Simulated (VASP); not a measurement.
Set up this calculation in VASP 6.6.1, as the native input.

```yaml
Task: single point
Functional: r2SCAN
Potentials_or_basis: VASP PAW PBE potentials, release 64 (Te, Sn_d)
Cutoff: 520 eV
k_mesh: 7 × 7 × 7
Occupations: fermi-dirac, width 0.05 eV
Spin: no spin polarisation
Dipole_correction: no
Further_INCAR_settings: ALGO = Normal; EDIFF = 1e-06; NBANDS = 17
```

SnTe:

```
Te Sn
1.0
     0.00000    3.10827    3.10827
     3.10827    0.00000    3.10827
     3.10827    3.10827    0.00000
Te Sn
1 1
Direct
  0.50000 0.50000 0.50000
  0.00000 0.00000 0.00000
```

These files were run (other wordings do the same):

POSCAR

```
SnTe
1.0
    0.0000000000      3.1082657258      3.1082657258
    3.1082657258      0.0000000000      3.1082657258
    3.1082657258      3.1082657258      0.0000000000
Te Sn
1 1
Direct
    0.5000000000      0.5000000000      0.5000000000
    0.0000000000      0.0000000000      0.0000000000
```

INCAR.step1

```
SYSTEM = SnTe
  PREC = Accurate
  ENCUT = 520
  ISMEAR = -1
  SIGMA = 0.05
  LREAL = .FALSE.
  LASPH = .TRUE.
  NELM = 100
  NBANDS = 17
  GGA = PE
  ALGO = Normal
  EDIFF = 1E-4
  LWAVE = .TRUE.
  LCHARG = .FALSE.
```

INCAR.step2

```
SYSTEM = SnTe
  PREC = Accurate
  ENCUT = 520
  EDIFF = 1E-6
  ISMEAR = -1
  SIGMA = 0.05
  LREAL = .FALSE.
  LASPH = .TRUE.
  NELM = 100
  ALGO = Normal
  ISIF = 2
  LWAVE = .FALSE.
  LCHARG = .FALSE.
  METAGGA = R2SCAN
  LMIXTAU = .TRUE.
  NBANDS = 17
  ISTART = 1
```

KPOINTS

```
Automatic mesh
0
G
  7 7 7
  0 0 0
```

Potentials or basis: VASP PAW PBE potentials, release 64 (Te, Sn_d).

Launch:

```console
$ cat potpaw_PBE.64/Te/POTCAR potpaw_PBE.64/Sn_d/POTCAR > POTCAR
$ cp INCAR.step1 INCAR
$ mpirun -np 1 vasp_std > vasp.out
$ cp INCAR.step2 INCAR
$ mpirun -np 1 vasp_std > vasp.out
```

Results of the run:

| Property | Result |
| --- | --- |
| Pressure | 3.8 GPa |

Caveat: the PAW data sets were made with another functional, which shifts forces and pressure a little.

It took 68 s on 1 thread of Intel(R) Xeon(R) Platinum 8259CL CPU @ 2.50GHz (Skylake/Cascade Lake) (shared host), peak memory 0.21 GiB.
